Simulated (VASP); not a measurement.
Write the native input for VASP 6.6.1 that does the following.

```yaml
Task: single point
Functional: PBE
Potentials_or_basis: VASP PAW PBE potentials, release 64 (Lu)
Cutoff: 520 eV
k_mesh: 7 × 7 × 7
Occupations: fermi-dirac, width 0.05 eV
Spin: no spin polarisation
Dipole_correction: no
Further_INCAR_settings: ALGO = Normal; EDIFF = 1e-07; NBANDS = 18
```

The structure of Lu lies in POSCAR:

```
Lu
1.0
   -1.9615060000      1.9859890000      1.9550570000
    1.9723800000     -1.9805730000      1.9605140000
    1.9161400000      1.9352070000     -1.9496410000
Lu
1
Direct
    0.0028740000      0.0105570000      0.0029550000
```

These files were run (other wordings do the same):

INCAR

```
SYSTEM = Lu
  PREC = Accurate
  ENCUT = 520
  EDIFF = 1E-7
  ISMEAR = -1
  SIGMA = 0.05
  LREAL = .FALSE.
  LASPH = .TRUE.
  NELM = 80
  ALGO = Normal
  ISIF = 2
  LWAVE = .FALSE.
  LCHARG = .FALSE.
  GGA = PE
  NBANDS = 18
```

KPOINTS

```
regular mesh
0
G
  7 7 7
  0 0 0
```

Potentials or basis: VASP PAW PBE potentials, release 64 (Lu).

Command:

```bash
$ cat potpaw_PBE.64/Lu/POTCAR > POTCAR
$ mpirun -np 1 vasp_std > vasp.out
```

Results of the run:

```json
{"Pressure": "-0.3 GPa"}
```

It took 2.9 min on 1 thread of Intel Xeon 8259CL, on a shared host, peak memory 0.24 GiB.
